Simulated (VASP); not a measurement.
# NaCl (Cmmm) in VASP: single point with r2SCAN

Aim: the single point of NaCl with r2SCAN.

Program: VASP 6.6.1. These are calculated values, not measurements. Logs are shortened: lines on timing, memory, paths and dates and some standing lists are left out, and cuts for length are marked.

### Step 1. The cell of the first run

Symmetry: Cmmm, No. 65, orthorhombic system. The conventional cell has a = 4.780 Å, b = 5.005 Å, c = 3.460 Å, α = 90.00°, β = 90.00°, γ = 90.00°. Na (site symmetry mmm) has 8 Cl at 2.95 to 3.04 Å and 6 Na at 3.46 Å within 3.9 Å. Within 3.9 Å of Cl (site symmetry mmm) lie 8 Na at 2.95 to 3.04 Å and 6 Cl at 3.46 Å.

### Step 2. Single point, r2SCAN (shear xy strain +4.6%)

Input file POSCAR:

```
NaCl
1.0
    3.4595458649      0.0797425322      0.0000000000
    0.0797425322      3.4595458649      0.0000000000
    0.0000000000      0.0000000000      3.4595458649
Na Cl
1 1
Direct
    0.0000000000      0.0000000000      0.0000000000
    0.5000000000      0.5000000000      0.5000000000
```

Input file INCAR.step1:

```
PREC     = Accurate       # precision mode
ENCUT    = 520            # plane-wave cutoff, eV
ISMEAR   = 0              # smearing method
SIGMA    = 0.01           # smearing width, eV
LREAL    = False          # projectors in reciprocal space
LASPH    = True           # aspherical terms in the spheres
NELM     = 80             # most SCF steps
NBANDS   = 14             # bands
GGA      = PE             # functional
ALGO     = Normal         # electronic algorithm
EDIFF    = 1E-4           # SCF threshold, eV
LWAVE    = True           # write WAVECAR
LCHARG   = False          # write CHGCAR
```

Input file INCAR.step2:

```
PREC     = Accurate       # precision mode
ENCUT    = 520            # plane-wave cutoff, eV
EDIFF    = 1E-6           # SCF threshold, eV
ISMEAR   = 0              # smearing method
SIGMA    = 0.01           # smearing width, eV
LREAL    = False          # projectors in reciprocal space
LASPH    = True           # aspherical terms in the spheres
NELM     = 80             # most SCF steps
ALGO     = Normal         # electronic algorithm
ISIF     = 2              # what is computed and relaxed
LWAVE    = False          # write WAVECAR
LCHARG   = False          # write CHGCAR
METAGGA  = R2SCAN         # meta-GGA
LMIXTAU  = True         
NBANDS   = 14             # bands
ISTART   = 1
```

Input file KPOINTS:

```
Automatic mesh
0
Gamma
  8 8 8
```

Potentials or basis: VASP PAW PBE potentials, release 64 (Na_pv, Cl).

On the command line:

```
cat potpaw_PBE.64/Na_pv/POTCAR potpaw_PBE.64/Cl/POTCAR > POTCAR
cp INCAR.step1 INCAR
mpirun -np 1 vasp_std > vasp.out
cp INCAR.step2 INCAR
mpirun -np 1 vasp_std > vasp.out
```

OUTCAR:

```text
PREC = Accurate
   ENCUT = 520
   EDIFF = 1E-6
   ISMEAR = 0
   LREAL = False
   LASPH = True
   NELM = 80
   ISIF = 2
   METAGGA = R2SCAN
   ISTART = 1

 ion  position               nearest neighbor table
   1  0.000  0.000  0.000-
   2  0.500  0.500  0.500-

  LATTYP: Found a base centered orthorhombic cell.
 ALAT       =     4.7797637113
 B/A-ratio  =     1.0471876759
 C/A-ratio  =     0.7237901440

  Lattice vectors:

 A1 = (  -0.0797425322,  -3.4595458649,   0.0000000000)
 A2 = (   3.4595458649,   0.0797425322,   0.0000000000)
 A3 = (   0.0000000000,   0.0000000000,   3.4595458649)

Analysis of symmetry for initial positions (statically):
=====================================================================
 Subroutine PRICEL returns:
 Original cell was already a primitive cell.

 Routine SETGRP: Setting up the symmetry group for a
 base centered orthorhombic supercell.

 Subroutine GETGRP returns: Found  8 space group operations
 (whereof  8 operations were pure point group operations)
 out of a pool of  8 trial point group operations.

The static configuration has the point symmetry D_2h.

Analysis of symmetry for dynamics (positions and initial velocities):
=====================================================================
 Subroutine PRICEL returns:
 Original cell was already a primitive cell.

 Routine SETGRP: Setting up the symmetry group for a
 base centered orthorhombic supercell.

 Subroutine GETGRP returns: Found  8 space group operations
 (whereof  8 operations were pure point group operations)
 out of a pool of  8 trial point group operations.

The dynamic configuration has the point symmetry D_2h.

 Subroutine INISYM returns: Found  8 space group operations
 (whereof  8 operations are pure point group operations),
 and found     1 'primitive' translations

----------------------------------------------------------------------------------------

                                     Primitive cell

  volume of cell :      41.3834

  direct lattice vectors                    reciprocal lattice vectors
     3.459545865  0.079742532  0.000000000     0.289208938 -0.006666266  0.000000000
     0.079742532  3.459545865  0.000000000    -0.006666266  0.289208938  0.000000000
     0.000000000  0.000000000  3.459545865     0.000000000  0.000000000  0.289055280

  length of vectors
     3.460464776  3.460464776  3.459545865     0.289285756  0.289285756  0.289055280

  position of ions in fractional coordinates (direct lattice)
     0.000000000  0.000000000  0.000000000
     0.500000000  0.500000000  0.500000000
[... 89 lines left out ...]
   NUPDOWN=      -1.0000    fix difference up-down
   EMIN   =  10.00;   EMAX   =-10.00  energy-range for DOS
   EFERMI =   0.00;   METHOD = LEGACY
   ISMEAR =     0;   SIGMA  =   0.01  broadening in eV -4-tet -1-fermi 0-gaus
   EFERMI_NEDOS =   21; number of points for ismear=-14 and -15
   IALGO  =     38    algorithm
   IMIX   =      4    mixing-type and parameters
     AMIX     =   0.40;   BMIX     =  1.00
     AMIX_MAG =   1.60;   BMIX_MAG =  1.00
  volume/ion in A,a.u.               =      20.69       139.63
  Fermi-wavevector in a.u.,A,eV,Ry     =   1.140710  2.155630 17.704172  1.301220
  Thomas-Fermi vector in A             =   2.277412
   LORBIT       =      0    0 simple, 1 ext, 2 COOP (PROOUT), +10 PAW based schemes
   METAGGA = R2SCAN    functional components
   LHFCALC =     F    Hartree Fock is set to
   AEXX    =    0.0000 exact exchange contribution
   IVDW    =     0    specifies the selected vdW correction
   LEPSILON=     F    determine dielectric tensor
   LRPA    =     F    only Hartree local field effects (RPA)
 non-spin polarized calculation
 Gauss-broadening in eV      SIGMA  =   0.01
  energy-cutoff  :      520.00
  volume of cell :       41.38
 maximum number of plane-waves:      1127
 NGX is ok and might be reduce to    28
   NGX = 13   NGY = 13   NGZ = 13

 number of electron      13.9999999 magnetization

 Free energy of the ion-electron system (eV)
  ---------------------------------------------------
  ext. energy  EPLUGINS =         0.00000000
  ---------------------------------------------------
  free energy    TOTEN  =       -13.46627184 eV

  energy without entropy =      -13.46627184  energy(sigma->0) =      -13.46627184

 E-fermi :   0.4242     XC(G=0):  -9.0777

 val. band max:        0.2942493350   @ k =   0.5000   0.5000   0.0000
 cond. band min:       5.2543118023   @ k =   0.0000   0.0000   0.0000
 fundamental gap:      4.9600624674
 Fermi energy:         0.4241799084

 k-point     1 :       0.0000    0.0000    0.0000
  band No.  band energies     occupation
      1     -22.4943      2.00000
      2     -22.4906      2.00000
      3     -22.4871      2.00000
      4     -13.7989      2.00000
      5      -0.3046      2.00000
      6      -0.2403      2.00000
      7      -0.1698      2.00000
      8       5.2543      0.00000
      9       9.4363      0.00000
     10       9.4554      0.00000
     11      16.9237      0.00000
     12      16.9712      0.00000
     13      17.2724      0.00000
     14      17.2850      0.00000
[... 377 lines left out ...]
      1     -22.5124      2.00000
      2     -22.4946      2.00000
      3     -22.4876      2.00000
      4     -13.5574      2.00000
      5      -1.6637      2.00000
      6      -0.5549      2.00000
      7      -0.0806      2.00000
      8       6.9916      0.00000
      9      10.2503      0.00000
     10      10.7304      0.00000
     11      13.4209      0.00000
     12      14.3777      0.00000
     13      16.2435      0.00000
     14      17.0349      0.00000

 [... further k-points ...]

------------------------ aborting loop because EDIFF is reached ----------------------------------------

  FORCE on cell =-STRESS in cart. coord.  units (eV):
  Direction    XX          YY          ZZ          XY          YZ          ZX
  --------------------------------------------------------------------------------------
  -------------------------------------------------------------------------------------
  Total       -0.0374013     -0.0374013     -0.0570546      0.0214566      0.0000000      0.0000000
  in kB       -1.4480059     -1.4480059     -2.2088946      0.8307021      0.0000000      0.0000000
  external PRESSURE =      -1.7016355 kB  Pullay stress =       0.0000000 kB

 VOLUME and BASIS-vectors are now :
 -----------------------------------------------------------------------------
  energy-cutoff  :      520.00
  volume of cell :       41.38
      direct lattice vectors                 reciprocal lattice vectors
     3.459545865  0.079742532  0.000000000     0.289208938 -0.006666266  0.000000000
     0.079742532  3.459545865  0.000000000    -0.006666266  0.289208938  0.000000000
     0.000000000  0.000000000  3.459545865     0.000000000  0.000000000  0.289055280

 POSITION                                       TOTAL-FORCE (eV/Angst)
 -----------------------------------------------------------------------------------
      0.00000      0.00000      0.00000        -0.000000      0.000000      0.000000
      1.76964      1.76964      1.72977         0.000000      0.000000      0.000000
 -----------------------------------------------------------------------------------
    total drift:                               -0.000000      0.000000      0.000000

  FREE ENERGIE OF THE ION-ELECTRON SYSTEM (eV)
  ---------------------------------------------------
  free  energy   TOTEN  =       -13.4662718414 eV

  energy  without entropy=      -13.4662718414  energy(sigma->0) =      -13.46627184
```

Wall time 3 min (1 thread of Intel Xeon Platinum 8375C at 2.90GHz (Ice Lake), shared host); peak memory 0.19 GiB.

Results:

* Free energy: -13.4663 eV
* Pressure: -0.2 GPa
* Band gap on the k mesh: 4.96 eV, indirect (least direct gap 5.42 eV)

Caveat: the cell differs from its parent crystal (shear xy strain +4.6%); the PAW data sets were made with another functional, which shifts forces and pressure a little. A k mesh can miss the band edges.
